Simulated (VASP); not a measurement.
# Ge3W (P4/mmm) in VASP: single point with PBE

Aim: the single point of Ge3W with PBE.

Program: VASP 6.6.1. These are calculated values, not measurements. Logs are shortened: lines on timing, memory, paths and dates and some standing lists are left out, and cuts for length are marked.

## 1. The cell of the first run

The structure is tetragonal, space group P4/mmm (No. 123). Conventional cell: a = 4.059 Å, b = 4.059 Å, c = 4.017 Å, α = 90.00°, β = 90.00°, γ = 90.00°. Ge (site symmetry mmm) has 8 Ge at 2.86 to 2.87 Å and 4 W at 2.86 Å within 3.8 Å. Within 3.8 Å of Ge (site symmetry 4/mmm) lie 8 Ge at 2.86 Å and 4 W at 2.87 Å. W (site symmetry 4/mmm) has 12 Ge at 2.86 to 2.87 Å within 3.8 Å.

## 2. Single point, PBE

The input, INCAR:

```
ALGO = Normal
EDIFF = 1E-7
ENCUT = 520
GGA = PE
ISIF = 2
ISMEAR = 0
LASPH = T
LCHARG = F
LREAL = F
LWAVE = F
NBANDS = 36
NELM = 80
PREC = Accurate
SIGMA = 0.1
```

The input, KPOINTS:

```
k-points
0
Gamma
  4 4 4
```

The input, POSCAR:

```
Ge3W
1.0
    4.0591156033      0.0000000000      0.0000000000
    0.0000000000      4.0591156033      0.0000000000
    0.0000000000      0.0000000000      4.0173935603
Ge W
3 1
Direct
    0.0000000000      0.5000000000      0.5000000000
    0.5000000000      0.0000000000      0.5000000000
    0.5000000000      0.5000000000      0.0000000000
    0.0000000000      0.0000000000      0.0000000000
```

Potentials or basis: VASP PAW PBE potentials, release 64 (Ge_d, W_sv).

The run is started by

```console
$ cat potpaw_PBE.64/Ge_d/POTCAR potpaw_PBE.64/W_sv/POTCAR > POTCAR
$ mpirun -np 1 vasp_std > vasp.out
```

OUTCAR:

```text
EDIFF = 1E-7
   ENCUT = 520
   GGA = PE
   ISIF = 2
   ISMEAR = 0
   LASPH = T
   LREAL = F
   NELM = 80
   PREC = Accurate

 ion  position               nearest neighbor table
   1  0.000  0.500  0.500-   3 2.86   4 2.86   3 2.86   4 2.86   4 2.86   4 2.86   3 2.86   3 2.86
                             2 2.87   2 2.87   2 2.87   2 2.87
   2  0.500  0.000  0.500-   3 2.86   4 2.86   3 2.86   4 2.86   3 2.86   3 2.86   4 2.86   4 2.86
                             1 2.87   1 2.87   1 2.87   1 2.87
   3  0.500  0.500  0.000-   1 2.86   2 2.86   1 2.86   2 2.86   2 2.86   2 2.86   1 2.86   1 2.86
                             4 2.87   4 2.87   4 2.87   4 2.87
   4  0.000  0.000  0.000-   1 2.86   2 2.86   1 2.86   2 2.86   1 2.86   1 2.86   2 2.86   2 2.86
                             3 2.87   3 2.87   3 2.87   3 2.87

  LATTYP: Found a simple tetragonal cell.
 ALAT       =     4.0591156033
 C/A-ratio  =     0.9897213957

  Lattice vectors:

 A1 = (   4.0591156033,   0.0000000000,   0.0000000000)
 A2 = (   0.0000000000,   4.0591156033,   0.0000000000)
 A3 = (   0.0000000000,   0.0000000000,   4.0173935603)

Analysis of symmetry for initial positions (statically):
=====================================================================
 Subroutine PRICEL returns:
 Original cell was already a primitive cell.

 Routine SETGRP: Setting up the symmetry group for a
 simple tetragonal supercell.

 Subroutine GETGRP returns: Found 16 space group operations
 (whereof 16 operations were pure point group operations)
 out of a pool of 16 trial point group operations.

The static configuration has the point symmetry D_4h.

Analysis of symmetry for dynamics (positions and initial velocities):
=====================================================================
 Subroutine PRICEL returns:
 Original cell was already a primitive cell.

 Routine SETGRP: Setting up the symmetry group for a
 simple tetragonal supercell.

 Subroutine GETGRP returns: Found 16 space group operations
 (whereof 16 operations were pure point group operations)
 out of a pool of 16 trial point group operations.

The dynamic configuration has the point symmetry D_4h.

 Subroutine INISYM returns: Found 16 space group operations
 (whereof 16 operations are pure point group operations),
 and found     1 'primitive' translations

----------------------------------------------------------------------------------------

                                     Primitive cell

  volume of cell :      66.1923

  direct lattice vectors                    reciprocal lattice vectors
     4.059115603  0.000000000  0.000000000     0.246359084  0.000000000  0.000000000
     0.000000000  4.059115603  0.000000000     0.000000000  0.246359084  0.000000000
     0.000000000  0.000000000  4.017393560     0.000000000  0.000000000  0.248917609

  length of vectors
     4.059115603  4.059115603  4.017393560     0.246359084  0.246359084  0.248917609

  position of ions in fractional coordinates (direct lattice)
     0.000000000  0.500000000  0.500000000
     0.500000000  0.000000000  0.500000000
     0.500000000  0.500000000  0.000000000
     0.000000000  0.000000000  0.000000000

  ion indices of the primitive-cell ions
   primitive index   ion index
                 1           1
                 2           2
                 3           3
                 4           4

----------------------------------------------------------------------------------------

 KPOINTS: k-points

Automatic generation of k-mesh.
 Grid dimensions read from file:
 generate k-points for:    4    4    4

 Generating k-lattice:

  Cartesian coordinates                     Fractional coordinates (reciprocal lattice)
     0.061589771  0.000000000  0.000000000     0.250000000  0.000000000  0.000000000
     0.000000000  0.061589771  0.000000000     0.000000000  0.250000000  0.000000000
     0.000000000  0.000000000  0.062229402     0.000000000  0.000000000  0.250000000

  Length of vectors
     0.061589771  0.061589771  0.062229402

  Shift w.r.t. Gamma in fractional coordinates (k-lattice)
     0.000000000  0.000000000  0.000000000

 Subroutine IBZKPT returns following result:
 ===========================================

 Found     18 irreducible k-points:

 Following reciprocal coordinates:
            Coordinates               Weight
  0.000000  0.000000  0.000000      1.000000
  0.250000  0.000000  0.000000      4.000000
  0.500000  0.000000  0.000000      2.000000
  0.250000  0.250000  0.000000      4.000000
  0.500000  0.250000  0.000000      4.000000
  0.500000  0.500000  0.000000      1.000000
[... 10 lines left out ...]
  0.500000  0.250000  0.500000      4.000000
  0.500000  0.500000  0.500000      1.000000
   k-points           NKPTS =     18   k-points in BZ     NKDIM =     18   number of bands    NBANDS=     36
   number of dos      NEDOS =    301   number of ions     NIONS =      4
   total plane-waves  NPLWV =  27000
   dimension x,y,z NGX =    30 NGY =   30 NGZ =   30
   dimension x,y,z NGXF=    60 NGYF=   60 NGZF=   60
   ions per type =               3   1
   NGX,Y,Z   is equivalent  to a cutoff of  12.29, 12.29, 12.41 a.u.
   NGXF,Y,Z  is equivalent  to a cutoff of  24.57, 24.57, 24.83 a.u.
 SYSTEM =  unknown system
   PREC   = accura    normal or accurate (medium, high low for compatibility)
   ISTART =      0    job   : 0-new  1-cont  2-samecut
   ICHARG =      2    charge: 1-file 2-atom 10-const
   ISPIN  =      1    spin polarized calculation?
   LNONCOLLINEAR =      F non collinear calculations
   LSORBIT =      F    spin-orbit coupling
   LASPH  =      T    aspherical Exc in radial PAW
   ENCUT  =  520.0 eV  38.22 Ry    6.18 a.u.   7.55  7.55  7.47*2*pi/ulx,y,z
   NELM   =     80;   NELMIN=  2; NELMDL= -5     # of ELM steps
   EDIFF  = 0.1E-06   stopping-criterion for ELM
   LREAL  =      F    real-space projection
   EDIFFG = 0.1E-05   stopping-criterion for IOM
   NSW    =      0    number of steps for IOM
   IBRION =     -1    ionic relax: 0-MD 1-quasi-New 2-CG
   NFREE  =      0    steps in history (QN), initial steepest desc. (CG)
   ISIF   =      2    stress and relaxation
   ISYM   =      2    0-nonsym 1-usesym 2-fastsym
   POTIM  = 0.5000    time-step for ionic-motion
   TEBEG  =    0.0;   TEEND  =   0.0 temperature during run
   PSTRESS=    0.0 pullay stress
   NELECT =      56.0000    total number of electrons
   NUPDOWN=      -1.0000    fix difference up-down
   EMIN   =  10.00;   EMAX   =-10.00  energy-range for DOS
   EFERMI =   0.00;   METHOD = LEGACY
   ISMEAR =     0;   SIGMA  =   0.10  broadening in eV -4-tet -1-fermi 0-gaus
   EFERMI_NEDOS =   21; number of points for ismear=-14 and -15
   IALGO  =     38    algorithm
   IMIX   =      4    mixing-type and parameters
     AMIX     =   0.40;   BMIX     =  1.00
     AMIX_MAG =   1.60;   BMIX_MAG =  1.00
  volume/ion in A,a.u.               =      16.55       111.67
  Fermi-wavevector in a.u.,A,eV,Ry     =   1.548347  2.925952 32.618334  2.397380
  Thomas-Fermi vector in A             =   2.653311
   LORBIT       =      0    0 simple, 1 ext, 2 COOP (PROOUT), +10 PAW based schemes
   GGA     = PE    functional components
   LHFCALC =     F    Hartree Fock is set to
   AEXX    =    0.0000 exact exchange contribution
   IVDW    =     0    specifies the selected vdW correction
   LEPSILON=     F    determine dielectric tensor
   LRPA    =     F    only Hartree local field effects (RPA)
 non-spin polarized calculation
 Gauss-broadening in eV      SIGMA  =   0.10
  energy-cutoff  :      520.00
  volume of cell :       66.19
 maximum number of plane-waves:      1798
   NGX = 15   NGY = 15   NGZ = 15

 number of electron      55.9999895 magnetization

 Free energy of the ion-electron system (eV)
  ---------------------------------------------------
  ext. energy  EPLUGINS =         0.00000000
  ---------------------------------------------------
  free energy    TOTEN  =       -23.34019871 eV

  energy without entropy =      -23.32101419  energy(sigma->0) =      -23.33060645

 E-fermi :   9.1720     XC(G=0): -12.3428

 val. band max:        9.1433917689   @ k =   0.2500   0.2500   0.5000
 cond. band min:       9.2117024319   @ k =   0.5000   0.2500   0.2500
 fundamental gap:      0.0683106630
 Fermi energy:         9.1719996604

 k-point     1 :       0.0000    0.0000    0.0000
  band No.  band energies     occupation
      1     -65.1643      2.00000
      2     -29.3810      2.00000
      3     -29.3725      2.00000
      4     -29.3725      2.00000
      5     -15.9468      2.00000
      6     -15.9400      2.00000
[... 28 lines left out ...]
     35      14.9627      0.00000
     36      14.9812      0.00000

 k-point     2 :       0.2500    0.0000    0.0000
  band No.  band energies     occupation
      1     -65.1642      2.00000
      2     -29.3807      2.00000
      3     -29.3806      2.00000
      4     -29.3722      2.00000
      5     -15.9369      2.00000
      6     -15.9277      2.00000
[... 28 lines left out ...]
     35      13.9703      0.00000
     36      14.2052      0.00000

 k-point     3 :       0.5000    0.0000    0.0000
  band No.  band energies     occupation
      1     -65.1641      2.00000
      2     -29.3888      2.00000
      3     -29.3805      2.00000
      4     -29.3719      2.00000
      5     -15.9336      2.00000
      6     -15.9012      2.00000
[... 28 lines left out ...]
     35      16.1240      0.00000
     36      16.1567      0.00000
[... 508 lines left out ...]
 k-point    17 :       0.5000    0.2500    0.5000
  band No.  band energies     occupation
      1     -65.1638      2.00000
      2     -29.3958      2.00000
      3     -29.3852      2.00000
      4     -29.3777      2.00000
      5     -15.8889      2.00000
      6     -15.8856      2.00000
[... 28 lines left out ...]
     35      15.1419      0.00000
     36      16.5038      0.00000

 k-point    18 :       0.5000    0.5000    0.5000
  band No.  band energies     occupation
      1     -65.1637      2.00000
      2     -29.3947      2.00000
      3     -29.3841      2.00000
      4     -29.3841      2.00000
      5     -15.8958      2.00000
      6     -15.8958      2.00000
[... 28 lines left out ...]
     35      16.5947      0.00000
     36      16.7005      0.00000

------------------------ aborting loop because EDIFF is reached ----------------------------------------

  FORCE on cell =-STRESS in cart. coord.  units (eV):
  Direction    XX          YY          ZZ          XY          YZ          ZX
  --------------------------------------------------------------------------------------
  -------------------------------------------------------------------------------------
  Total        0.6412496      0.6412496      0.3042873      0.0000000      0.0000000      0.0000000
  in kB       15.5213844     15.5213844      7.3652457      0.0000000      0.0000000      0.0000000
  external PRESSURE =      12.8026715 kB  Pullay stress =       0.0000000 kB

 VOLUME and BASIS-vectors are now :
 -----------------------------------------------------------------------------
  energy-cutoff  :      520.00
  volume of cell :       66.19
      direct lattice vectors                 reciprocal lattice vectors
     4.059115603  0.000000000  0.000000000     0.246359084  0.000000000  0.000000000
     0.000000000  4.059115603  0.000000000     0.000000000  0.246359084  0.000000000
     0.000000000  0.000000000  4.017393560     0.000000000  0.000000000  0.248917609

 POSITION                                       TOTAL-FORCE (eV/Angst)
 -----------------------------------------------------------------------------------
      0.00000      2.02956      2.00870         0.000000      0.000000      0.000000
      2.02956      0.00000      2.00870         0.000000      0.000000      0.000000
      2.02956      2.02956      0.00000         0.000000      0.000000      0.000000
      0.00000      0.00000      0.00000         0.000000      0.000000      0.000000
 -----------------------------------------------------------------------------------
    total drift:                                0.000000      0.000000     -0.000000

  FREE ENERGIE OF THE ION-ELECTRON SYSTEM (eV)
  ---------------------------------------------------
  free  energy   TOTEN  =       -23.3401987091 eV

  energy  without entropy=      -23.3210141943  energy(sigma->0) =      -23.33060645
```

Run time: 33 s. Hardware: 1 thread of Intel Xeon Platinum 8375C at 2.90GHz (Ice Lake), shared host; peak memory 0.19 GiB.

What came out:

```
Free energy            : -23.3402 eV
Pressure               : 1.3 GPa
Band gap on the k mesh : zero (bands 28 and 29 overlap by 1.01 eV)
```

Levels at points of the mesh, in eV from the Fermi level:
```tsv
k point	band 24	band 25	band 26	band 27	band 28	band 29	band 30	band 31	band 32	band 33
(0.00, 0.00, 0.00)	-4.25	-4.12	-0.84	-0.82	-0.82	0.17	0.77	0.88	2.38	2.38
(0.50, 0.00, 0.00)	-4.28	-3.86	-1.05	-0.88	-0.77	-0.66	0.37	1.15	1.93	1.96
(0.50, 0.50, 0.00)	-3.18	-3.18	-1.14	-0.42	-0.38	-0.12	0.69	0.69	1.75	5.23
(0.00, 0.00, 0.50)	-4.36	-3.89	-0.95	-0.87	-0.87	-0.67	0.32	1.04	1.92	1.92
(0.50, 0.00, 0.50)	-3.26	-3.21	-1.33	-0.50	-0.33	-0.04	0.55	0.56	1.83	5.15
(0.50, 0.50, 0.50)	-5.14	-5.14	-5.09	-1.27	0.26	0.31	1.60	1.67	1.67	7.25
```

Caveat: the k points lie up to 0.39 Å⁻¹ apart, too coarse for converged energies and pressures of a metal; spin-orbit coupling is left out, which moves the levels of the heavy elements.
